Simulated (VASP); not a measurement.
# Ge (P6_3/mmc) in VASP: notebook, part 3 of 3

VASP 6.6.1.

## 5. Relaxation of cell and atoms, PBEsol, target pressure 5 GPa, at which the enthalpy is minimised

This run uses another cell than the first one, of 22.83 Å³/atom.

Input file INCAR:

```
PREC = Accurate
ENCUT = 600
EDIFF = 1E-7
ISMEAR = -1
SIGMA = 0.05
LREAL = False
LASPH = True
NELM = 100
ALGO = Normal
ISIF = 3
LWAVE = False
LCHARG = False
GGA = PS
IBRION = 2
NSW = 60
EDIFFG = -0.01
PSTRESS = 50.0
```

Input file KPOINTS:

```
Automatic mesh
0
Gamma
  8 8 4
```

Input file POSCAR:

```
Ge
1.0
    3.9975858431      0.0000000000      0.0000000000
   -1.9987929216      3.4620108940      0.0000000000
    0.0000000000      0.0000000000      6.5993779500
Ge
4
Direct
    0.3333333333      0.6666666667      0.9370987500
    0.6666666667      0.3333333333      0.4370987500
    0.3333333333      0.6666666667      0.5629012500
    0.6666666667      0.3333333333      0.0629012500
```

Potentials or basis: VASP PAW PBE potentials, release 64 (Ge_d).

On the command line:

```sh
$ cat potpaw_PBE.64/Ge_d/POTCAR > POTCAR
$ mpirun -np 1 vasp_std > vasp.out
```

OUTCAR:

```text
PREC = Accurate
   ENCUT = 600
   EDIFF = 1E-7
   ISMEAR = -1
   LREAL = False
   LASPH = True
   NELM = 100
   ISIF = 3
   GGA = PS
   IBRION = 2
   NSW = 60
   EDIFFG = -0.01
   PSTRESS = 50.0

 ion  position               nearest neighbor table
   1  0.333  0.667  0.937-   4 2.45   4 2.45   4 2.45   3 2.47
   2  0.667  0.333  0.437-   3 2.45   3 2.45   3 2.45   4 2.47
   3  0.333  0.667  0.563-   2 2.45   2 2.45   2 2.45   1 2.47
   4  0.667  0.333  0.063-   1 2.45   1 2.45   1 2.45   2 2.47

  LATTYP: Found a hexagonal cell.
 ALAT       =     3.9975858431
 C/A-ratio  =     1.6508408347

  Lattice vectors:

 A1 = (   3.9975858431,   0.0000000000,   0.0000000000)
 A2 = (  -1.9987929216,   3.4620108940,   0.0000000000)
 A3 = (   0.0000000000,   0.0000000000,   6.5993779500)

Analysis of symmetry for initial positions (statically):
=====================================================================
 Subroutine PRICEL returns:
 Original cell was already a primitive cell.

 Routine SETGRP: Setting up the symmetry group for a
 hexagonal supercell.

 Subroutine GETGRP returns: Found 24 space group operations
 (whereof 12 operations were pure point group operations)
 out of a pool of 24 trial point group operations.

The static configuration has the point symmetry D_3d.
 The point group associated with its full space group is D_6h.

Analysis of symmetry for dynamics (positions and initial velocities):
=====================================================================
 Subroutine PRICEL returns:
 Original cell was already a primitive cell.

 Routine SETGRP: Setting up the symmetry group for a
 hexagonal supercell.

 Subroutine GETGRP returns: Found 24 space group operations
 (whereof 12 operations were pure point group operations)
 out of a pool of 24 trial point group operations.

The dynamic configuration has the point symmetry D_3d.
 The point group associated with its full space group is D_6h.

 Subroutine INISYM returns: Found 24 space group operations
 (whereof 12 operations are pure point group operations),
 and found     1 'primitive' translations

----------------------------------------------------------------------------------------

                                     Primitive cell

  volume of cell :      91.3333

  direct lattice vectors                    reciprocal lattice vectors
     3.997585843  0.000000000  0.000000000     0.250150976  0.144424733  0.000000000
    -1.998792922  3.462010894  0.000000000     0.000000000  0.288849467  0.000000000
     0.000000000  0.000000000  6.599377950     0.000000000  0.000000000  0.151529433

  length of vectors
     3.997585843  3.997585843  6.599377950     0.288849467  0.288849467  0.151529433

  position of ions in fractional coordinates (direct lattice)
     0.333333333  0.666666667  0.937098750
     0.666666667  0.333333333  0.437098750
     0.333333333  0.666666667  0.562901250
     0.666666667  0.333333333  0.062901250

[... 30 lines left out ...]

 Found     30 irreducible k-points:

 Following reciprocal coordinates:
            Coordinates               Weight
  0.000000  0.000000  0.000000      1.000000
  0.125000  0.000000  0.000000      6.000000
  0.250000  0.000000  0.000000      6.000000
  0.375000  0.000000  0.000000      6.000000
  0.500000  0.000000  0.000000      3.000000
  0.125000  0.125000  0.000000      6.000000
[... 16 lines left out ...]
  0.250000  0.000000  0.500000      6.000000
  0.375000  0.000000  0.500000      6.000000
 [... further k-points ...]
   k-points           NKPTS =     30   k-points in BZ     NKDIM =     30   number of bands    NBANDS=     33
   number of dos      NEDOS =    301   number of ions     NIONS =      4
   total plane-waves  NPLWV =  55296
   dimension x,y,z NGX =    32 NGY =   32 NGZ =   54
   dimension x,y,z NGXF=    64 NGYF=   64 NGZF=  108
   ions per type =               4
   NGX,Y,Z   is equivalent  to a cutoff of  13.31, 13.31, 13.60 a.u.
   NGXF,Y,Z  is equivalent  to a cutoff of  26.62, 26.62, 27.21 a.u.
 SYSTEM =  unknown system
   PREC   = accura    normal or accurate (medium, high low for compatibility)
   ISTART =      0    job   : 0-new  1-cont  2-samecut
   ICHARG =      2    charge: 1-file 2-atom 10-const
   ISPIN  =      1    spin polarized calculation?
   LNONCOLLINEAR =      F non collinear calculations
   LSORBIT =      F    spin-orbit coupling
   LASPH  =      T    aspherical Exc in radial PAW
   ENCUT  =  600.0 eV  44.10 Ry    6.64 a.u.   7.98  7.98 13.18*2*pi/ulx,y,z
   NELM   =    100;   NELMIN=  2; NELMDL= -5     # of ELM steps
   EDIFF  = 0.1E-06   stopping-criterion for ELM
   LREAL  =      F    real-space projection
   EDIFFG = -.1E-01   stopping-criterion for IOM
   NSW    =     60    number of steps for IOM
   IBRION =      2    ionic relax: 0-MD 1-quasi-New 2-CG
   NFREE  =      1    steps in history (QN), initial steepest desc. (CG)
   ISIF   =      3    stress and relaxation
   ISYM   =      2    0-nonsym 1-usesym 2-fastsym
   POTIM  = 0.5000    time-step for ionic-motion
   TEBEG  =    0.0;   TEEND  =   0.0 temperature during run
   PSTRESS=   50.0 pullay stress
   NELECT =      56.0000    total number of electrons
   NUPDOWN=      -1.0000    fix difference up-down
   EMIN   =  10.00;   EMAX   =-10.00  energy-range for DOS
   EFERMI =   0.00;   METHOD = LEGACY
   ISMEAR =    -1;   SIGMA  =   0.05  broadening in eV -4-tet -1-fermi 0-gaus
   EFERMI_NEDOS =   21; number of points for ismear=-14 and -15
   IALGO  =     38    algorithm
   IMIX   =      4    mixing-type and parameters
     AMIX     =   0.40;   BMIX     =  1.00
     AMIX_MAG =   1.60;   BMIX_MAG =  1.00
  volume/ion in A,a.u.               =      22.83       154.09
  Fermi-wavevector in a.u.,A,eV,Ry     =   1.390789  2.628209 26.317650  1.934293
  Thomas-Fermi vector in A             =   2.514690
   LORBIT       =      0    0 simple, 1 ext, 2 COOP (PROOUT), +10 PAW based schemes
   GGA     = PS    functional components
   LHFCALC =     F    Hartree Fock is set to
   AEXX    =    0.0000 exact exchange contribution
   IVDW    =     0    specifies the selected vdW correction
   LEPSILON=     F    determine dielectric tensor
   LRPA    =     F    only Hartree local field effects (RPA)
 conjugate gradient relaxation of ions
 non-spin polarized calculation
  energy-cutoff  :      600.00
  volume of cell :       91.33
 maximum number of plane-waves:      3070
 NGX is ok and might be reduce to    32
   NGX = 15   NGY = 15   NGZ = 27

--------------------------------------- Ionic step        1  -------------------------------------------

 number of electron      55.9999987 magnetization

 Free energy of the ion-electron system (eV)
  ---------------------------------------------------
  ext. energy  EPLUGINS =         0.00000000
  ---------------------------------------------------
  free energy    TOTEN  =       -19.67775368 eV

  energy without entropy =      -19.67644757  energy(sigma->0) =      -19.67710063

------------------------ aborting loop because EDIFF is reached ----------------------------------------

  FORCE on cell =-STRESS in cart. coord.  units (eV):
  Direction    XX          YY          ZZ          XY          YZ          ZX
  --------------------------------------------------------------------------------------
  -------------------------------------------------------------------------------------
  Total        0.0184189      0.0184189     -0.1614056     -0.0000000      0.0000000      0.0000000
  in kB        0.3231067      0.3231067     -2.8313923     -0.0000000      0.0000000      0.0000000
  external PRESSURE =     -50.7283930 kB  Pullay stress =      50.0000000 kB
[... 67 lines left out ...]
--------------------------------------- Ionic step        3  -------------------------------------------

 number of electron      56.0000016 magnetization

 Free energy of the ion-electron system (eV)
  ---------------------------------------------------
  ext. energy  EPLUGINS =         0.00000000
  ---------------------------------------------------
  free energy    TOTEN  =       -19.59547620 eV

  energy without entropy =      -19.59426755  energy(sigma->0) =      -19.59487187

 E-fermi :   5.6105     XC(G=0): -10.3966

 val. band max:        5.5129986121   @ k =   0.0000   0.0000   0.0000
 cond. band min:       5.6265120790   @ k =   0.0000   0.0000   0.0000
 fundamental gap:      0.1135134669
 Fermi energy:         5.6104857612

 k-point     1 :       0.0000    0.0000    0.0000
  band No.  band energies     occupation
      1     -19.4669      2.00000
      2     -19.4669      2.00000
      3     -19.4234      2.00000
      4     -19.4206      2.00000
      5     -19.4206      2.00000
      6     -19.4085      2.00000
[... 853 lines left out ...]
     32       8.0015      0.00000
     33      11.6361      0.00000

 [... further k-points ...]

------------------------ aborting loop because EDIFF is reached ----------------------------------------

  FORCE on cell =-STRESS in cart. coord.  units (eV):
  Direction    XX          YY          ZZ          XY          YZ          ZX
  --------------------------------------------------------------------------------------
  -------------------------------------------------------------------------------------
  Total        2.6639969      2.6639969      2.6626331     -0.0000000      0.0000000      0.0000000
  in kB       49.8935511     49.8935511     49.8680095     -0.0000000      0.0000000      0.0000000
  external PRESSURE =      -0.1149628 kB  Pullay stress =      50.0000000 kB
[... 23 lines left out ...]
  energy  without entropy=      -19.5942675465  energy(sigma->0) =      -19.59487187

  enthalpy is  TOTEN    =       -16.9257956287 eV   P V=        2.6696805699

 reached required accuracy - stopping structural energy minimisation
```

CONTCAR:

```text
Ge
   1.00000000000000
     3.9130912774345168   -0.0000000000000079    0.0000000000000000
    -1.9565456387662084    3.3888364536505788   -0.0000000000000000
     0.0000000000000000    0.0000000000000000    6.4510333955471824
  Ge
     4
Direct
     0.3333333332999970    0.6666666667000030    0.9370769346717215
     0.6666666667000030    0.3333333332999970    0.4370769346717216
     0.3333333332999970    0.6666666667000030    0.5629230653282785
     0.6666666667000030    0.3333333332999970    0.0629230653282784

  0.00000000E+00  0.00000000E+00  0.00000000E+00
  0.00000000E+00  0.00000000E+00  0.00000000E+00
  0.00000000E+00  0.00000000E+00  0.00000000E+00
  0.00000000E+00  0.00000000E+00  0.00000000E+00
```

It took 5.2 min on 1 thread of Intel Xeon 8259CL, shared host; peak memory 0.27 GiB.

Results:

```
Free energy                                                : -19.5955 eV
Relaxed volume                                             : 21.39 Å³/atom
Relaxed cell                                               : a = 3.913 Å, b = 3.913 Å, c = 6.451 Å, α = 90.00°, β = 90.00°, γ = 120.00°
Space group after relaxing (to 0.1 Å)                      : P6_3/mmc (No. 194)
Energy change on relaxing (the run minimises the enthalpy) : +20.6 meV/atom
Ionic steps                                                : 3
Pressure after relaxing                                    : 5.0 GPa
Largest force after relaxing                               : 0.005 eV/Å
Band gap on the k mesh                                     : zero (filled and empty bands touch)
```

Forces in eV/Å, atoms in the order of the input:
```
Ge   0.000  0.000 -0.005
Ge   0.000  0.000 -0.005
Ge   0.000  0.000  0.005
Ge   0.000  0.000  0.005
```

The path:
```
step  energy change (eV)  largest force (eV/Å)  pressure (GPa)  volume (Å³)
   1              0.0000                0.0049           -0.07        91.33
   2              0.2318                0.0063            9.07        82.11
   3              0.0823                0.0049            4.99        85.55
```

Final structure:
```
CELL_PARAMETERS angstrom
3.91309 0.00000 0.00000
-1.95655 3.38884 0.00000
0.00000 0.00000 6.45103
ATOMIC_POSITIONS crystal
Ge 0.33333 0.66667 0.93708
Ge 0.66667 0.33333 0.43708
Ge 0.33333 0.66667 0.56292
Ge 0.66667 0.33333 0.06292
```

Caveat: the cell is relaxed towards a set pressure, so the run minimises the enthalpy, not the energy; semilocal functionals underestimate gaps, and a narrow one can read as zero; the PAW data sets were made with another functional, which shifts forces and pressure a little.

## 6. The runs side by side

| task | cell | cutoff (eV) | gap on the mesh (eV) | pressure (GPa) |
| --- | --- | --- | --- | --- |
| single point | a = 3.962, b = 3.962, c = 6.527 Å, angles 90.0, 90.0, 120.0°, 4 atoms, atomic positions A | 520 | none | 1.9 |
| single point | a = 4.000, b = 4.000, c = 6.588 Å, angles 90.0, 90.0, 120.0°, 4 atoms, atomic positions B | 520 | 0.07 | -0.1 |
| relaxation of cell and atoms | relaxed to 2 GPa from a = 3.998, b = 3.998, c = 6.599 Å, angles 90.0, 90.0, 120.0°, 4 atoms, atomic positions A | 600 | none | 2.0 |
| relaxation of cell and atoms | relaxed to 5 GPa from a = 3.998, b = 3.998, c = 6.599 Å, angles 90.0, 90.0, 120.0°, 4 atoms, atomic positions A | 600 | none | 5.0 |

Alike in all rows: level PBEsol; potentials or basis VASP PAW PBE potentials, release 64 (Ge_d); no spin polarisation; k mesh 8 × 8 × 4; smearing fermi-dirac 0.05 eV.

Caveats: semilocal functionals underestimate gaps, and a narrow one can read as zero; the PAW data sets were made with another functional, which shifts forces and pressure a little; the cell is relaxed towards a set pressure, so the run minimises the enthalpy, not the energy (at least some runs).

Total energies depend on the potentials used, so only differences within one code and one set of settings carry meaning.

The gap in the log of VASP goes by the Fermi energy; the results here count the filled bands.